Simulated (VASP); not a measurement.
Here is a VASP 6.6.1 calculation.

File INCAR:

```
SYSTEM = C
  ALGO = Normal
  EDIFF = 1E-6
  ENCUT = 520
  GGA = PE
  ISIF = 2
  ISMEAR = 0
  LASPH = .TRUE.
  LCHARG = .FALSE.
  LREAL = .FALSE.
  LWAVE = .FALSE.
  NBANDS = 11
  NELM = 100
  PREC = Accurate
  SIGMA = 0.05
```

File KPOINTS:

```
k-points
0
G
  12 12 12
  0 0 0
```

Contents of POSCAR:

```
C
1.0
    0.0000000000      1.8277590095      1.8277590095
    1.8277590095      0.0000000000      1.8277590095
    1.8277590095      1.8277590095      0.0000000000
C
2
Direct
    0.5000000000      0.5000000000      0.5000000000
    0.7500000000      0.7500000000      0.7500000000
```

Potentials or basis: VASP PAW PBE potentials, release 64 (C).

Launch:

```sh
$ cat potpaw_PBE.64/C/POTCAR > POTCAR
$ mpirun -np 1 vasp_std > vasp.out
```

Problem. Predict the band gap on the k mesh.

Solution. 3.99 eV, indirect (least direct gap 5.39 eV).

Problem. What does it give for the pressure?

Solution. -26.1 GPa.

 A k mesh can miss the band edges.
